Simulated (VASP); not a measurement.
Set up this calculation in VASP 6.6.1, as the native input.

```
Task                   : relaxation of cell and atoms
Functional             : PBE
Potentials or basis    : VASP PAW PBE potentials, release 64 (Ti_sv)
Cutoff                 : 520 eV
k mesh                 : 18 × 18 × 10
Occupations            : methfessel-paxton, width 0.2 eV
Spin                   : no spin polarisation
Further INCAR settings : ALGO = Fast; EDIFF = 1e-07; IBRION = 2; EDIFFG = -0.002; NSW = 80; ISIF = 3
```

The structure of Ti lies in POSCAR:

```
Ti
1.0
    2.9500000000      0.0000000000      0.0000000000
   -1.4750000000      2.5547749400      0.0000000000
    0.0000000000      0.0000000000      4.6800000000
Ti
2
Direct
    0.3333333300      0.6666666700      0.2500000000
    0.6666666700      0.3333333300      0.7500000000
```

The input as run:

INCAR

```
SYSTEM = Ti
PREC = Accurate ; ENCUT = 520
EDIFF = 1E-7 ; ISMEAR = 1
SIGMA = 0.2 ; LREAL = .FALSE.
LASPH = .TRUE. ; NELM = 100
ALGO = Fast ; ISIF = 3
LWAVE = .FALSE. ; LCHARG = .FALSE.
GGA = PE ; IBRION = 2
NSW = 80 ; EDIFFG = -0.002
```

KPOINTS

```
regular mesh
0
G
  18 18 10
  0 0 0
```

Potentials or basis: VASP PAW PBE potentials, release 64 (Ti_sv).

Command:

```bash
$ cat potpaw_PBE.64/Ti_sv/POTCAR > POTCAR
$ mpirun -np 1 vasp_std > vasp.out
```

It gave:

The relaxed volume is 17.34 Å³/atom. The relaxed cell is a = 2.936 Å, b = 2.936 Å, c = 4.645 Å, α = 90.00°, β = 90.00°, γ = 120.00°. The space group after relaxing (to 0.1 Å) is P6_3/mmc (No. 194) and the energy gained by relaxing is 1.7 meV/atom. The ionic steps are 7. The pressure after relaxing is 0.0 GPa. The band gap on the k mesh is zero (bands 12 and 13 overlap by 1.10 eV).

Wall time 9.7 min on 1 thread of Intel(R) Xeon(R) 6975P-C (Granite Rapids) (shared host), peak memory 0.26 GiB.
